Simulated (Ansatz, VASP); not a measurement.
# Al3GaAs4 in VASP and in Ansatz

```
CELL_PARAMETERS angstrom
4.05519 0.00000 0.00000
0.00000 4.05519 0.00000
0.00000 0.00000 11.45733
ATOMIC_POSITIONS crystal
Al 0.00000 0.00000 0.74973
Al 0.00000 0.00000 0.25027
Al 0.50000 0.50000 0.50000
Ga 0.50000 0.50000 0.00000
As 0.50000 0.00000 0.87411
As 0.00000 0.50000 0.12589
As 0.50000 0.00000 0.37512
As 0.00000 0.50000 0.62488
```

Alike in both runs: functional PBE; k mesh 8 × 8 × 4; no spin polarisation.

Ansatz relaxed the structure, and its values are those at the end. VASP's run is a single point on that final structure, the one shown.

|  | VASP | Ansatz |
| --- | --- | --- |
| version | VASP 6.6.1 | Ansatz 0.2.0 |
| potentials or method | VASP PAW PBE potentials, release 64 (Al, Ga_d, As) | scalar-relativistic, plane waves, PAW |
| plane-wave cutoff (eV) | 520 | 420 |
| occupations | gaussian, width 0.01 eV | fixed |
| valence electrons in the cell | 42 | 82 |

VASP gave:

```
gap on the k mesh at the Fermi level (eV) : 1.27
pressure (GPa)                            : 0.2
```

Q: What did Ansatz give for the same quantities?

A: gap on the k mesh at the Fermi level (eV): 1.27; pressure (GPa): 0.0.

VASP's potentials hold 42 valence electrons a cell and Ansatz's 82, so a difference there can come from the potentials and not from the codes.
